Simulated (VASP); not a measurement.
Wanted: the native input for a VASP 6.6.1 run.

```
Task                   : single point
Functional             : PBE
Potentials or basis    : VASP PAW PBE potentials, release 64 (Sr_sv, O)
Cutoff                 : 520 eV
k mesh                 : 9 × 9 × 4
Occupations            : gaussian, width 0.05 eV
Spin                   : no spin polarisation
Dipole correction      : no
Further INCAR settings : ALGO = Normal; EDIFF = 1e-07; NBANDS = 24
```

The structure of SrO lies in POSCAR:

```
SrO
1.0
    3.5472592105      0.0000000000      0.0000000000
   -1.7736296053      3.0720165901      0.0000000000
    0.0000000000      0.0000000000      6.1908078759
Sr O
2 2
Direct
    0.3333333333      0.6666666667      0.2525973803
    0.6666666667      0.3333333333      0.7525973803
    0.0000000000      0.0000000000     -0.0142247929
    0.0000000000      0.0000000000      0.4857752071
```

One way to write it, as run:

INCAR

```
SYSTEM = SrO
PREC = Accurate ; ENCUT = 520
EDIFF = 1E-7 ; ISMEAR = 0
SIGMA = 0.05 ; LREAL = .FALSE.
LASPH = .TRUE. ; NELM = 60
ALGO = Normal ; ISIF = 2
LWAVE = .FALSE. ; LCHARG = .FALSE.
GGA = PE ; NBANDS = 24
```

KPOINTS

```
regular mesh
0
G
  9 9 4
  0 0 0
```

Potentials or basis: VASP PAW PBE potentials, release 64 (Sr_sv, O).

Run with:

```bash
$ cat potpaw_PBE.64/Sr_sv/POTCAR potpaw_PBE.64/O/POTCAR > POTCAR
$ mpirun -np 1 vasp_std > vasp.out
```

It gave:

```json
{"Pressure": "3.1 GPa", "Largest force": "0.262 eV/Å", "Band gap on the k mesh": "3.16 eV, direct"}
```

Wall time 58 s on 1 thread of Intel Xeon 6975P-C, on a shared host, peak memory 0.21 GiB.
